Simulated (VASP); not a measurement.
# AlN (rocksalt type) (Fm-3m) in VASP: a series of runs

Runs on AlN (rocksalt type). Level: r2SCAN. Tasks: single point.

All numbers are computed with VASP 6.6.1; they aren't measurements. Logs are shortened: lines on timing, memory, paths and dates and some standing lists are left out, and cuts for length are marked.

## Step 1: The cell of the first run

The structure is cubic, space group Fm-3m (No. 225). Conventional cell: a = 3.308 Å, b = 3.308 Å, c = 3.308 Å, α = 90.00°, β = 90.00°, γ = 90.00°. Within 2.2 Å of Al (site symmetry m-3m) lie 6 N at 1.65 Å. N (site symmetry m-3m) has 6 Al at 1.65 Å within 2.2 Å.

## Step 2: Single point, r2SCAN (volume scaled by 0.55)

POSCAR

```
AlN
1.0
    0.0000000000      1.6540720505      1.6540720505
    1.6540720505      0.0000000000      1.6540720505
    1.6540720505      1.6540720505      0.0000000000
Al N
1 1
Direct
    0.0000000000      0.0000000000      0.0000000000
    0.5000000000      0.5000000000      0.5000000000
```

INCAR.step1

```
ALGO = Normal ; EDIFF = 1E-4
ENCUT = 520 ; GGA = PE
ISMEAR = -1 ; LASPH = T
LCHARG = F ; LREAL = F
LWAVE = T ; NBANDS = 11
NELM = 80 ; PREC = Accurate
SIGMA = 0.05
```

INCAR.step2

```
ALGO = Normal ; EDIFF = 1E-7
ENCUT = 520 ; ISIF = 2
ISMEAR = -1 ; ISTART = 1
LASPH = T ; LCHARG = F
LMIXTAU = T ; LREAL = F
LWAVE = F ; METAGGA = R2SCAN
NBANDS = 11 ; NELM = 80
PREC = Accurate ; SIGMA = 0.05
```

KPOINTS

```
k-points
0
Gamma
  15 15 15
```

Potentials or basis: VASP PAW PBE potentials, release 64 (Al, N).

Run with:

```console
$ cat potpaw_PBE.64/Al/POTCAR potpaw_PBE.64/N/POTCAR > POTCAR
$ cp INCAR.step1 INCAR
$ mpirun -np 1 vasp_std > vasp.out
$ cp INCAR.step2 INCAR
$ mpirun -np 1 vasp_std > vasp.out
```

OUTCAR:

```text
EDIFF = 1E-7
   ENCUT = 520
   ISIF = 2
   ISMEAR = -1
   ISTART = 1
   LASPH = T
   LREAL = F
   METAGGA = R2SCAN
   NELM = 80
   PREC = Accurate

 ion  position               nearest neighbor table
   1  0.000  0.000  0.000-   2 1.65   2 1.65   2 1.65   2 1.65   2 1.65   2 1.65
   2  0.500  0.500  0.500-   1 1.65   1 1.65   1 1.65   1 1.65   1 1.65   1 1.65

  LATTYP: Found a face centered cubic cell.
 ALAT       =     3.3081441010

  Lattice vectors:

 A1 = (   0.0000000000,   1.6540720505,   1.6540720505)
 A2 = (   1.6540720505,   0.0000000000,   1.6540720505)
 A3 = (   1.6540720505,   1.6540720505,   0.0000000000)

Analysis of symmetry for initial positions (statically):
=====================================================================
 Subroutine PRICEL returns:
 Original cell was already a primitive cell.

 Routine SETGRP: Setting up the symmetry group for a
 face centered cubic supercell.

 Subroutine GETGRP returns: Found 48 space group operations
 (whereof 48 operations were pure point group operations)
 out of a pool of 48 trial point group operations.

The static configuration has the point symmetry O_h .

Analysis of symmetry for dynamics (positions and initial velocities):
=====================================================================
 Subroutine PRICEL returns:
 Original cell was already a primitive cell.

 Routine SETGRP: Setting up the symmetry group for a
 face centered cubic supercell.

 Subroutine GETGRP returns: Found 48 space group operations
 (whereof 48 operations were pure point group operations)
 out of a pool of 48 trial point group operations.

The dynamic configuration has the point symmetry O_h .

 Subroutine INISYM returns: Found 48 space group operations
 (whereof 48 operations are pure point group operations),
 and found     1 'primitive' translations

----------------------------------------------------------------------------------------

                                     Primitive cell

  volume of cell :       9.0509

  direct lattice vectors                    reciprocal lattice vectors
     0.000000000  1.654072050  1.654072050    -0.302284293  0.302284293  0.302284293
     1.654072050  0.000000000  1.654072050     0.302284293 -0.302284293  0.302284293
     1.654072050  1.654072050  0.000000000     0.302284293  0.302284293 -0.302284293

  length of vectors
     2.339211127  2.339211127  2.339211127     0.523571753  0.523571753  0.523571753

  position of ions in fractional coordinates (direct lattice)
     0.000000000  0.000000000  0.000000000
     0.500000000  0.500000000  0.500000000

  ion indices of the primitive-cell ions
   primitive index   ion index
                 1           1
                 2           2

----------------------------------------------------------------------------------------

 KPOINTS: k-points

Automatic generation of k-mesh.
 Grid dimensions read from file:
 generate k-points for:   15   15   15

 Generating k-lattice:

  Cartesian coordinates                     Fractional coordinates (reciprocal lattice)
    -0.020152286  0.020152286  0.020152286     0.066666667  0.000000000  0.000000000
     0.020152286 -0.020152286  0.020152286     0.000000000  0.066666667  0.000000000
     0.020152286  0.020152286 -0.020152286     0.000000000  0.000000000  0.066666667

  Length of vectors
     0.034904784  0.034904784  0.034904784

  Shift w.r.t. Gamma in fractional coordinates (k-lattice)
     0.000000000  0.000000000  0.000000000

 Subroutine IBZKPT returns following result:
 ===========================================

 Found    120 irreducible k-points:

 Following reciprocal coordinates:
            Coordinates               Weight
  0.000000  0.000000  0.000000      1.000000
  0.066667  0.000000  0.000000      8.000000
  0.133333  0.000000  0.000000      8.000000
  0.200000  0.000000  0.000000      8.000000
  0.266667  0.000000  0.000000      8.000000
  0.333333  0.000000  0.000000      8.000000
[... 16 lines left out ...]
  0.133333  0.133333  0.000000      6.000000
  0.200000  0.133333  0.000000     24.000000
 [... further k-points ...]
   k-points           NKPTS =    120   k-points in BZ     NKDIM =    120   number of bands    NBANDS=     11
   number of dos      NEDOS =    301   number of ions     NIONS =      2
   total plane-waves  NPLWV =   5832
   dimension x,y,z NGX =    18 NGY =   18 NGZ =   18
   dimension x,y,z NGXF=    36 NGYF=   36 NGZF=   36
   ions per type =               1   1
   NGX,Y,Z   is equivalent  to a cutoff of  12.79, 12.79, 12.79 a.u.
   NGXF,Y,Z  is equivalent  to a cutoff of  25.58, 25.58, 25.58 a.u.
 SYSTEM =  unknown system
   PREC   = accura    normal or accurate (medium, high low for compatibility)
   ISTART =      1    job   : 0-new  1-cont  2-samecut
   ICHARG =      0    charge: 1-file 2-atom 10-const
   ISPIN  =      1    spin polarized calculation?
   LNONCOLLINEAR =      F non collinear calculations
   LSORBIT =      F    spin-orbit coupling
   LASPH  =      T    aspherical Exc in radial PAW
   ENCUT  =  520.0 eV  38.22 Ry    6.18 a.u.   4.35  4.35  4.35*2*pi/ulx,y,z
   NELM   =     80;   NELMIN=  2; NELMDL=  0     # of ELM steps
   EDIFF  = 0.1E-06   stopping-criterion for ELM
   LREAL  =      F    real-space projection
   EDIFFG = 0.1E-05   stopping-criterion for IOM
   NSW    =      0    number of steps for IOM
   IBRION =     -1    ionic relax: 0-MD 1-quasi-New 2-CG
   NFREE  =      0    steps in history (QN), initial steepest desc. (CG)
   ISIF   =      2    stress and relaxation
   ISYM   =      2    0-nonsym 1-usesym 2-fastsym
   POTIM  = 0.5000    time-step for ionic-motion
   TEBEG  =    0.0;   TEEND  =   0.0 temperature during run
   PSTRESS=    0.0 pullay stress
   NELECT =       8.0000    total number of electrons
   NUPDOWN=      -1.0000    fix difference up-down
   EMIN   =  10.00;   EMAX   =-10.00  energy-range for DOS
   EFERMI =   0.00;   METHOD = LEGACY
   ISMEAR =    -1;   SIGMA  =   0.05  broadening in eV -4-tet -1-fermi 0-gaus
   EFERMI_NEDOS =   21; number of points for ismear=-14 and -15
   IALGO  =     38    algorithm
   IMIX   =      4    mixing-type and parameters
     AMIX     =   0.40;   BMIX     =  1.00
     AMIX_MAG =   1.60;   BMIX_MAG =  1.00
  volume/ion in A,a.u.               =       4.53        30.54
  Fermi-wavevector in a.u.,A,eV,Ry     =   1.571112  2.968971 33.584513  2.468392
  Thomas-Fermi vector in A             =   2.672744
   LORBIT       =      0    0 simple, 1 ext, 2 COOP (PROOUT), +10 PAW based schemes
   METAGGA = R2SCAN    functional components
   LHFCALC =     F    Hartree Fock is set to
   AEXX    =    0.0000 exact exchange contribution
   IVDW    =     0    specifies the selected vdW correction
   LEPSILON=     F    determine dielectric tensor
   LRPA    =     F    only Hartree local field effects (RPA)
 non-spin polarized calculation
  energy-cutoff  :      520.00
  volume of cell :        9.05
 maximum number of plane-waves:       259
 NGX is ok and might be reduce to    18

 number of electron       8.0000002 magnetization

 Free energy of the ion-electron system (eV)
  ---------------------------------------------------
  ext. energy  EPLUGINS =         0.00000000
  ---------------------------------------------------
  free energy    TOTEN  =       -11.48073442 eV

  energy without entropy =      -11.48073442  energy(sigma->0) =      -11.48073442

 E-fermi :  20.8704     XC(G=0): -16.2111

 val. band max:       19.9307688658   @ k =   0.0000   0.0000   0.0000
 cond. band min:      23.9139599518   @ k =   0.4667   0.4667   0.0000
 fundamental gap:      3.9831910861
 Fermi energy:        20.8703802364

 k-point     1 :       0.0000    0.0000    0.0000
  band No.  band energies     occupation
      1      -5.3463      2.00000
      2      19.9308      2.00000
      3      19.9308      2.00000
      4      19.9308      2.00000
      5      34.5438      0.00000
      6      34.5438      0.00000
      7      34.5438      0.00000
      8      38.5763      0.00000
      9      42.2928      0.00000
     10      43.4801      0.00000
     11      43.4801      0.00000

 k-point     2 :       0.0667    0.0000    0.0000
  band No.  band energies     occupation
      1      -5.1897      2.00000
      2      19.3054      2.00000
      3      19.7648      2.00000
      4      19.7648      2.00000
      5      33.9795      0.00000
      6      34.8506      0.00000
      7      34.8506      0.00000
      8      38.7958      0.00000
      9      43.3426      0.00000
     10      43.3426      0.00000
     11      43.7107      0.00000

 k-point     3 :       0.1333    0.0000    0.0000
  band No.  band energies     occupation
      1      -4.7243      2.00000
      2      17.6355      2.00000
      3      19.3238      2.00000
      4      19.3238      2.00000
      5      33.0087      0.00000
      6      35.6638      0.00000
      7      35.6638      0.00000
      8      39.4386      0.00000
      9      43.1059      0.00000
     10      43.1059      0.00000
     11      46.9226      0.00000

 k-point     4 :       0.2000    0.0000    0.0000
  band No.  band energies     occupation
      1      -3.9634      2.00000
      2      15.3528      2.00000
      3      18.7362      2.00000
      4      18.7362      2.00000
      5      32.2320      0.00000
      6      36.6731      0.00000
      7      36.6731      0.00000
      8      40.3433      0.00000
      9      43.1769      0.00000
     10      43.1769      0.00000
     11      50.0756      0.00000
[... 239 lines left out ...]
 k-point    22 :      -0.0667    0.0667    0.0000
  band No.  band energies     occupation
      1      -4.9305      2.00000
      2      18.5457      2.00000
      3      19.1806      2.00000
      4      19.6299      2.00000
      5      33.2350      0.00000
      6      35.0433      0.00000
      7      35.7333      0.00000
      8      39.2158      0.00000
      9      42.8073      0.00000
     10      43.5297      0.00000
     11      45.6029      0.00000

 k-point    23 :       0.1333    0.1333    0.0000
  band No.  band energies     occupation
      1      -4.5216      2.00000
      2      17.9135      2.00000
      3      18.7131      2.00000
      4      18.7131      2.00000
      5      30.9156      0.00000
      6      37.2807      0.00000
      7      37.2807      0.00000
      8      39.4376      0.00000
      9      41.5036      0.00000
     10      44.3853      0.00000
     11      47.9270      0.00000

 k-point    24 :       0.2000    0.1333    0.0000
  band No.  band energies     occupation
      1      -3.9678      2.00000
      2      16.4849      2.00000
      3      18.1763      2.00000
      4      18.1973      2.00000
      5      30.1666      0.00000
      6      37.9647      0.00000
      7      38.5480      0.00000
      8      39.8059      0.00000
      9      41.3326      0.00000
     10      44.8343      0.00000
     11      50.6345      0.00000

 [... further k-points ...]

------------------------ aborting loop because EDIFF is reached ----------------------------------------

  FORCE on cell =-STRESS in cart. coord.  units (eV):
  Direction    XX          YY          ZZ          XY          YZ          ZX
  --------------------------------------------------------------------------------------
  -------------------------------------------------------------------------------------
  Total       29.5564680     29.5564680     29.5564680      0.0000000      0.0000000      0.0000000
  in kB     5232.0255006   5232.0255006   5232.0255006      0.0000000      0.0000000      0.0000000
  external PRESSURE =    5232.0255006 kB  Pullay stress =       0.0000000 kB

 VOLUME and BASIS-vectors are now :
 -----------------------------------------------------------------------------
  energy-cutoff  :      520.00
  volume of cell :        9.05
      direct lattice vectors                 reciprocal lattice vectors
     0.000000000  1.654072050  1.654072050    -0.302284293  0.302284293  0.302284293
     1.654072050  0.000000000  1.654072050     0.302284293 -0.302284293  0.302284293
     1.654072050  1.654072050  0.000000000     0.302284293  0.302284293 -0.302284293

 POSITION                                       TOTAL-FORCE (eV/Angst)
 -----------------------------------------------------------------------------------
      0.00000      0.00000      0.00000        -0.000000      0.000000     -0.000000
      1.65407      1.65407      1.65407         0.000000     -0.000000      0.000000
 -----------------------------------------------------------------------------------
    total drift:                               -0.000000     -0.000000     -0.000000

  FREE ENERGIE OF THE ION-ELECTRON SYSTEM (eV)
  ---------------------------------------------------
  free  energy   TOTEN  =       -11.4807344207 eV

  energy  without entropy=      -11.4807344207  energy(sigma->0) =      -11.48073442
```

Wall time 45 s (1 thread of Intel Xeon Platinum 8488C (Sapphire Rapids), shared host); peak memory 0.12 GiB.

What came out:

- Free energy: -11.4807 eV
- Pressure: 523.2 GPa
- Band gap on the k mesh: 3.98 eV, indirect (least direct gap 8.74 eV)

Caveat: the PAW data sets were made with another functional, which shifts forces and pressure a little. A k mesh can miss the band edges.

## Step 3: Single point, r2SCAN (volume scaled by 0.55)

POSCAR is that of step 2.

INCAR.step1

```
SYSTEM = AlN
PREC = Accurate ; ENCUT = 520
ISMEAR = -1 ; SIGMA = 0.05
LREAL = .FALSE. ; LASPH = .TRUE.
NELM = 60 ; NBANDS = 11
GGA = PE ; ALGO = Normal
EDIFF = 1E-4 ; LWAVE = .TRUE.
LCHARG = .FALSE.
```

INCAR.step2

```
SYSTEM = AlN
PREC = Accurate ; ENCUT = 520
EDIFF = 1E-6 ; ISMEAR = -1
SIGMA = 0.05 ; LREAL = .FALSE.
LASPH = .TRUE. ; NELM = 60
ALGO = Normal ; ISIF = 2
LWAVE = .FALSE. ; LCHARG = .TRUE.
METAGGA = R2SCAN ; LMIXTAU = .TRUE.
LELF = .TRUE. ; LVHAR = .TRUE.
NBANDS = 11 ; ISTART = 1
```

KPOINTS

```
Automatic mesh
0
G
  15 15 15
  0 0 0
```

Potentials or basis: VASP PAW PBE potentials, release 64 (Al, N).

Run with:

```console
$ cat potpaw_PBE.64/Al/POTCAR potpaw_PBE.64/N/POTCAR > POTCAR
$ cp INCAR.step1 INCAR
$ mpirun -np 1 vasp_std > vasp.out
$ cp INCAR.step2 INCAR
$ mpirun -np 1 vasp_std > vasp.out
```

It took 48 s on 1 thread of Intel Xeon Platinum 8488C (Sapphire Rapids), shared host; peak memory 0.12 GiB.

Results (log left out):

```yaml
Free_energy: -11.4807 eV
Pressure: 523.2 GPa
Band_gap_on_the_k_mesh: 3.98 eV, indirect (least direct gap 8.74 eV)
```

Levels at points of the mesh, in eV from the valence-band top:
```csv
k point,band 2,band 3,band 4,band 5,band 6,band 7
"(0.00, 0.00, 0.00)",0.00,0.00,0.00,14.61,14.61,14.61
```

Caveat: the PAW data sets were made with another functional, which shifts forces and pressure a little.

(Continued in part 2 of 2.)
